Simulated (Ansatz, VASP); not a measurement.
# One calculation of ZrH4, two programs

The input INCAR:

```
  ALGO = Normal
  EDIFF = 1E-7
  EDIFFG = -0.04
  ENCUT = 910
  GGA = PE
  GGA_COMPAT = F
  IBRION = 2
  ISIF = 3
  ISMEAR = 0
  LASPH = T
  LCHARG = F
  LREAL = F
  LWAVE = F
  NELM = 120
  NELMIN = 4
  NSW = 90
  PREC = Accurate
  SIGMA = 0.1
```

Contents of KPOINTS:

```
k-points
0
Gamma
  6 6 4
```

File POSCAR:

```
ZrH4
1.0
    3.0987341800      0.0000000000      0.0000000000
    0.0000000000      3.3466329100      0.0000000000
    0.0000000000      0.0000000000      5.3671650300
Zr H
1 4
Direct
    0.0000000000      0.0000000000      0.0000000000
    0.0000000000      0.5000000000      0.6666666700
    0.5000000000      0.5000000000      0.1666666700
    0.5000000000      0.5000000000      0.8333333300
    0.0000000000      0.5000000000      0.3333333300
```

Input for Ansatz:

```yaml
crystal:
  lattice:
    - [3.09873418, 0.0, 0.0]
    - [0.0, 3.34663291, 0.0]
    - [0.0, 0.0, 5.36716503]
  atoms:
    - { symbol: Zr, position: [0.0, 0.0, 0.0] }
    - { symbol: H, position: [0.0, 0.5, 0.66666667] }
    - { symbol: H, position: [0.5, 0.5, 0.16666667] }
    - { symbol: H, position: [0.5, 0.5, 0.83333333] }
    - { symbol: H, position: [0.0, 0.5, 0.33333333] }
basis:
  ecutwfc: 420
kpoints:
  mp_grid: { grid: [6, 6, 4] }
hamiltonian:
  xc: pbe
scf:
  occupations: { method: gaussian, width: 0.1 }
  lower_state_search: "off"
output:
  forces: true
  stress: true
  eigenvalues: true
relax:
  adjacent_minimum: "off"
  f_tol: 0.04
  max_steps: 70
  cell: { stress_tol: 0.4 }
```

Change from the starting cell: ordered vacancies on the cation sites of aluminium diboride (Pmmm, No. 47).

Alike in both runs: task relaxation of cell and atoms; functional PBE; k mesh 6 × 6 × 4; occupations gaussian, width 0.1 eV; no spin polarisation.

```csv
,VASP,Ansatz
version,VASP 6.6.1,Ansatz 0.2.0
potentials or method,"VASP PAW PBE potentials, release 64 (Zr_sv, H_h), cutoff 910 eV","scalar-relativistic, plane waves, PAW"
valence electrons in the cell,16,16
```

Ansatz gave:

- gap on the k mesh at the Fermi level, each at its own relaxed structure (eV): none
- relaxed volume (Å³/atom): 9.83
- relaxed cell length with the largest relative difference (Å): 5.709

Task: Which values does VASP return?

Result: gap on the k mesh at the Fermi level, each at its own relaxed structure (eV): none; relaxed volume (Å³/atom): 9.68; relaxed cell length with the largest relative difference (Å): 5.642.

A gap of «none» marks a metal or a gap that the smearing closes.
